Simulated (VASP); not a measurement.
# Te (P6_3/mmc) in VASP: single point with PBE

Aim: the single point of Te with PBE.

Program: VASP 6.6.1. These are calculated values, not measurements. Logs are shortened: lines on timing, memory, paths and dates and some standing lists are left out, and cuts for length are marked.

## 1. The cell of the first run

It takes space group P6_3/mmc (No. 194, hexagonal). The conventional cell has a = 4.082 Å, b = 4.082 Å, c = 4.402 Å, α = 90.00°, β = 90.00°, γ = 120.00°. Te (site symmetry -6m2) has 12 Te at 3.22 to 4.08 Å within 4.2 Å.

This isn't the form of Te at room conditions, which is trigonal, of chains.

## 2. Single point, PBE, non-collinear spin, zero start, spin-orbit coupling

Contents of INCAR:

```
PREC = Accurate ; ENCUT = 520
EDIFF = 1E-6 ; ISMEAR = -1
SIGMA = 0.05 ; LREAL = F
LASPH = T ; NELM = 150
ALGO = Normal ; ISIF = 2
LWAVE = F ; LCHARG = T
MAGMOM = 0 0 0 0 0 0 ; LORBIT = 11
LSORBIT = T ; GGA_COMPAT = F
LORBMOM = T ; GGA = PE
LVHAR = T ; NBANDS = 24
```

Contents of KPOINTS:

```
Automatic mesh
0
Gamma
  14 14 8
```

Contents of POSCAR:

```
Te
1.0
    4.0820891496      0.0000000000      0.0000000000
   -2.0410445748      3.5351929040      0.0000000000
    0.0000000000      0.0000000000      4.4015870056
Te
2
Direct
    0.3333333333      0.6666666667      0.2500000000
    0.6666666667      0.3333333333      0.7500000000
```

Potentials or basis: VASP PAW PBE potentials, release 64 (Te).

Run with:

```console
$ cat potpaw_PBE.64/Te/POTCAR > POTCAR
$ mpirun -np 1 vasp_ncl > vasp.out
```

OUTCAR:

```text
PREC = Accurate
   ENCUT = 520
   EDIFF = 1E-6
   ISMEAR = -1
   LREAL = F
   LASPH = T
   NELM = 150
   ISIF = 2
   LORBIT = 11
   LSORBIT = T
   GGA = PE

 ion  position               nearest neighbor table
   1  0.333  0.667  0.250-   2 3.22   2 3.22   2 3.22   2 3.22   2 3.22   2 3.22
   2  0.667  0.333  0.750-   1 3.22   1 3.22   1 3.22   1 3.22   1 3.22   1 3.22

  LATTYP: Found a hexagonal cell.
 ALAT       =     4.0820891496
 C/A-ratio  =     1.0782682211

  Lattice vectors:

 A1 = (   4.0820891496,   0.0000000000,   0.0000000000)
 A2 = (  -2.0410445748,   3.5351929040,   0.0000000000)
 A3 = (   0.0000000000,   0.0000000000,   4.4015870056)

Analysis of symmetry for initial positions (statically):
=====================================================================
 Subroutine PRICEL returns:
 Original cell was already a primitive cell.

 Routine SETGRP: Setting up the symmetry group for a
 hexagonal supercell.

 Subroutine GETGRP returns: Found 24 space group operations
 (whereof 12 operations were pure point group operations)
 out of a pool of 24 trial point group operations.

The static configuration has the point symmetry D_3d.
 The point group associated with its full space group is D_6h.

Analysis of symmetry for dynamics (positions and initial velocities):
=====================================================================
 Subroutine PRICEL returns:
 Original cell was already a primitive cell.

 Routine SETGRP: Setting up the symmetry group for a
 hexagonal supercell.

 Subroutine GETGRP returns: Found 24 space group operations
 (whereof 12 operations were pure point group operations)
 out of a pool of 24 trial point group operations.

The dynamic configuration has the point symmetry D_3d.
 The point group associated with its full space group is D_6h.

Analysis of structural, dynamic, and magnetic symmetry:
=====================================================================
 Subroutine PRICEL returns:
 Original cell was already a primitive cell.

 Routine SETGRP: Setting up the symmetry group for a
 hexagonal supercell.

 Subroutine GETGRP returns: Found 24 space group operations
 (whereof 12 operations were pure point group operations)
 out of a pool of 24 trial point group operations.

The overall configuration has the point symmetry D_3d.
 The point group associated with its full space group is D_6h.

 Subroutine INISYM returns: Found 24 space group operations
 (whereof 12 operations are pure point group operations),
 and found     1 'primitive' translations

----------------------------------------------------------------------------------------

                                     Primitive cell

  volume of cell :      63.5192

  direct lattice vectors                    reciprocal lattice vectors
     4.082089150  0.000000000  0.000000000     0.244972602  0.141434998  0.000000000
    -2.041044575  3.535192904  0.000000000     0.000000000  0.282869995  0.000000000
     0.000000000  0.000000000  4.401587006     0.000000000  0.000000000  0.227190783

  length of vectors
     4.082089150  4.082089150  4.401587006     0.282869995  0.282869995  0.227190783

  position of ions in fractional coordinates (direct lattice)
     0.333333333  0.666666667  0.250000000
     0.666666667  0.333333333  0.750000000

  ion indices of the primitive-cell ions
   primitive index   ion index
                 1           1
                 2           2

----------------------------------------------------------------------------------------

 KPOINTS: Automatic mesh

Automatic generation of k-mesh.
 Grid dimensions read from file:
 generate k-points for:   14   14    8

 Generating k-lattice:

  Cartesian coordinates                     Fractional coordinates (reciprocal lattice)
     0.017498043  0.010102500  0.000000000     0.071428571  0.000000000  0.000000000
     0.000000000  0.020205000  0.000000000     0.000000000  0.071428571  0.000000000
     0.000000000  0.000000000  0.028398848     0.000000000  0.000000000  0.125000000

  Length of vectors
     0.020205000  0.020205000  0.028398848

  Shift w.r.t. Gamma in fractional coordinates (k-lattice)
     0.000000000  0.000000000  0.000000000

 Subroutine IBZKPT returns following result:
 ===========================================

 Found    120 irreducible k-points:

 Following reciprocal coordinates:
            Coordinates               Weight
  0.000000  0.000000  0.000000      1.000000
  0.071429  0.000000  0.000000      6.000000
  0.142857 -0.000000  0.000000      6.000000
  0.214286  0.000000  0.000000      6.000000
  0.285714 -0.000000  0.000000      6.000000
  0.357143 -0.000000  0.000000      6.000000
[... 37 lines left out ...]
   EDIFF  = 0.1E-05   stopping-criterion for ELM
   LREAL  =      F    real-space projection
   EDIFFG = 0.1E-04   stopping-criterion for IOM
   NSW    =      0    number of steps for IOM
   IBRION =     -1    ionic relax: 0-MD 1-quasi-New 2-CG
   NFREE  =      0    steps in history (QN), initial steepest desc. (CG)
   ISIF   =      2    stress and relaxation
   ISYM   =      2    0-nonsym 1-usesym 2-fastsym
   POTIM  = 0.5000    time-step for ionic-motion
   TEBEG  =    0.0;   TEEND  =   0.0 temperature during run
   PSTRESS=    0.0 pullay stress
   NELECT =      12.0000    total number of electrons
   NUPDOWN=      -1.0000    fix difference up-down
   EMIN   =  10.00;   EMAX   =-10.00  energy-range for DOS
   EFERMI =   0.00;   METHOD = LEGACY
   ISMEAR =    -1;   SIGMA  =   0.05  broadening in eV -4-tet -1-fermi 0-gaus
   EFERMI_NEDOS =   21; number of points for ismear=-14 and -15
   IALGO  =     38    algorithm
   IMIX   =      4    mixing-type and parameters
     AMIX     =   0.40;   BMIX     =  1.00
     AMIX_MAG =   1.60;   BMIX_MAG =  1.00
  volume/ion in A,a.u.               =      31.76       214.32
  Fermi-wavevector in a.u.,A,eV,Ry     =   0.939363  1.775139 12.005829  0.882404
  Thomas-Fermi vector in A             =   2.066668
   LORBIT       =     11    0 simple, 1 ext, 2 COOP (PROOUT), +10 PAW based schemes
   GGA     = PE    functional components
   LHFCALC =     F    Hartree Fock is set to
   AEXX    =    0.0000 exact exchange contribution
   IVDW    =     0    specifies the selected vdW correction
   LEPSILON=     F    determine dielectric tensor
   LRPA    =     F    only Hartree local field effects (RPA)
  energy-cutoff  :      520.00
  volume of cell :       63.52
 maximum number of plane-waves:      3464
   NGX = 15   NGY = 15   NGZ = 17

 number of electron      12.0000000 magnetization       0.0000000      0.0000000      0.0000000

 number of electron      11.9999998 magnetization       0.0000000      0.0000000     -0.0000000

 number of electron      11.9999998 magnetization      -0.0000000     -0.0000000      0.0000000

 Free energy of the ion-electron system (eV)
  ---------------------------------------------------
  ext. energy  EPLUGINS =         0.00000000
  ---------------------------------------------------
  free energy    TOTEN  =        -6.19067522 eV

  energy without entropy =       -6.18244322  energy(sigma->0) =       -6.18655922

 E-fermi :   6.6164     XC(G=0):  -9.4637

 val. band max:        6.5985631708   @ k =   0.2143   0.0000   0.0000
 cond. band min:       6.6915654114   @ k =   0.1429  -0.0000   0.1250
 fundamental gap:      0.0930022406
 Fermi energy:         6.6163778630

 k-point     1 :       0.0000    0.0000    0.0000
  band No.  band energies     occupation
      1      -6.9234      1.00000
      2      -6.9234      1.00000
      3      -1.9995      1.00000
      4      -1.9995      1.00000
      5       2.1868      1.00000
      6       2.1868      1.00000
[... 637 lines left out ...]
     23      13.9887      0.00000
     24      13.9887      0.00000

 [... further k-points ...]
[... 5 lines left out ...]
  --------------------------------------------------------------------------------------
  -------------------------------------------------------------------------------------
  Total       -0.0335259     -0.0335259     -0.0405042      0.0000000      0.0000000      0.0000000
  in kB       -0.8456415     -0.8456415     -1.0216594      0.0000000      0.0000000      0.0000000
  external PRESSURE =      -0.9043141 kB  Pullay stress =       0.0000000 kB

 VOLUME and BASIS-vectors are now :
 -----------------------------------------------------------------------------
  energy-cutoff  :      520.00
  volume of cell :       63.52
      direct lattice vectors                 reciprocal lattice vectors
     4.082089150  0.000000000  0.000000000     0.244972602  0.141434998  0.000000000
    -2.041044575  3.535192904  0.000000000     0.000000000  0.282869995  0.000000000
     0.000000000  0.000000000  4.401587006     0.000000000  0.000000000  0.227190783

 POSITION                                       TOTAL-FORCE (eV/Angst)
 -----------------------------------------------------------------------------------
     -0.00000      2.35680      1.10040         0.000000      0.000000      0.000000
      2.04104      1.17840      3.30119        -0.000000      0.000000     -0.000000
 -----------------------------------------------------------------------------------
    total drift:                               -0.000000     -0.000000     -0.000000

  FREE ENERGIE OF THE ION-ELECTRON SYSTEM (eV)
  ---------------------------------------------------
  free  energy   TOTEN  =        -6.1906752177 eV

  energy  without entropy=       -6.1824432173  energy(sigma->0) =       -6.18655922

 orbital moment (x)

 # of ion     p       d       tot
 ----------------------------------------
  1         0.000  -0.000  -0.000
  2        -0.000   0.000   0.000
 ----------------------------------------
           -0.000   0.000   0.000

 orbital moment (y)

 # of ion     p       d       tot
 ----------------------------------------
  1        -0.000  -0.000  -0.000
  2        -0.000  -0.000  -0.000
 ----------------------------------------
           -0.000  -0.000  -0.000

 orbital moment (z)

 # of ion     p       d       tot
 ----------------------------------------
  1         0.000   0.000   0.000
  2         0.000   0.000   0.000
 ----------------------------------------
            0.000   0.000   0.000

 Spin-Orbit-Coupling matrix elements

 Ion:    1  E_soc:     -0.2525733
 l=   1
     0.0000000    -0.0405844    -0.0447617
    -0.0405844     0.0000000    -0.0405844
    -0.0447617    -0.0405844     0.0000000
 l=   2
     0.0000000    -0.0000231     0.0000000    -0.0000231    -0.0000456
    -0.0000231     0.0000000    -0.0000866    -0.0000449    -0.0000231
     0.0000000    -0.0000866     0.0000000    -0.0000866     0.0000000
    -0.0000231    -0.0000449    -0.0000866     0.0000000    -0.0000231
    -0.0000456    -0.0000231     0.0000000    -0.0000231     0.0000000
 l=   3
     0.0000000     0.0000000     0.0000000     0.0000000     0.0000000     0.0000000     0.0000000
     0.0000000     0.0000000     0.0000000     0.0000000     0.0000000     0.0000000     0.0000000
     0.0000000     0.0000000     0.0000000     0.0000000     0.0000000     0.0000000     0.0000000
     0.0000000     0.0000000     0.0000000     0.0000000     0.0000000     0.0000000     0.0000000
     0.0000000     0.0000000     0.0000000     0.0000000     0.0000000     0.0000000     0.0000000
     0.0000000     0.0000000     0.0000000     0.0000000     0.0000000     0.0000000     0.0000000
     0.0000000     0.0000000     0.0000000     0.0000000     0.0000000     0.0000000     0.0000000

 Ion:    2  E_soc:     -0.2525733
 l=   1
     0.0000000    -0.0405844    -0.0447617
    -0.0405844     0.0000000    -0.0405844
    -0.0447617    -0.0405844     0.0000000
 l=   2
     0.0000000    -0.0000231     0.0000000    -0.0000231    -0.0000456
    -0.0000231     0.0000000    -0.0000866    -0.0000449    -0.0000231
     0.0000000    -0.0000866     0.0000000    -0.0000866     0.0000000
    -0.0000231    -0.0000449    -0.0000866     0.0000000    -0.0000231
    -0.0000456    -0.0000231     0.0000000    -0.0000231     0.0000000
 l=   3
     0.0000000     0.0000000     0.0000000     0.0000000     0.0000000     0.0000000     0.0000000
     0.0000000     0.0000000     0.0000000     0.0000000     0.0000000     0.0000000     0.0000000
     0.0000000     0.0000000     0.0000000     0.0000000     0.0000000     0.0000000     0.0000000
     0.0000000     0.0000000     0.0000000     0.0000000     0.0000000     0.0000000     0.0000000
     0.0000000     0.0000000     0.0000000     0.0000000     0.0000000     0.0000000     0.0000000
     0.0000000     0.0000000     0.0000000     0.0000000     0.0000000     0.0000000     0.0000000
     0.0000000     0.0000000     0.0000000     0.0000000     0.0000000     0.0000000     0.0000000

 total charge

# of ion       s       p       d       tot
------------------------------------------
    1        1.439   1.769   0.041   3.249
    2        1.439   1.769   0.041   3.249
--------------------------------------------------
tot          2.878   3.538   0.081   6.497

 magnetization (x)

# of ion       s       p       d       tot
------------------------------------------
    1        0.000   0.000   0.000   0.000
    2       -0.000   0.000   0.000  -0.000
--------------------------------------------------
tot         -0.000   0.000   0.000  -0.000

 magnetization (y)

# of ion       s       p       d       tot
------------------------------------------
    1        0.000   0.000   0.000   0.000
    2        0.000   0.000   0.000   0.000
--------------------------------------------------
tot          0.000   0.000   0.000   0.000

 magnetization (z)

# of ion       s       p       d       tot
------------------------------------------
    1        0.000   0.000   0.000   0.000
    2        0.000   0.000   0.000   0.000
--------------------------------------------------
tot          0.000   0.000   0.000   0.000
```

Run time: 3.2 min. Hardware: 1 thread of Intel Xeon Platinum 8488C (Sapphire Rapids), shared host; peak memory 0.46 GiB.

Results:

* Free energy: -6.1907 eV
* Pressure: -0.1 GPa
* Net moment: 0.00 μB per cell
* Valence electrons inside the program's atomic spheres: Te 3.25

Moments on the atoms (μB; x, y, z):
```
Te  0.00 0.00 0.00
Te  0.00 0.00 0.00
```
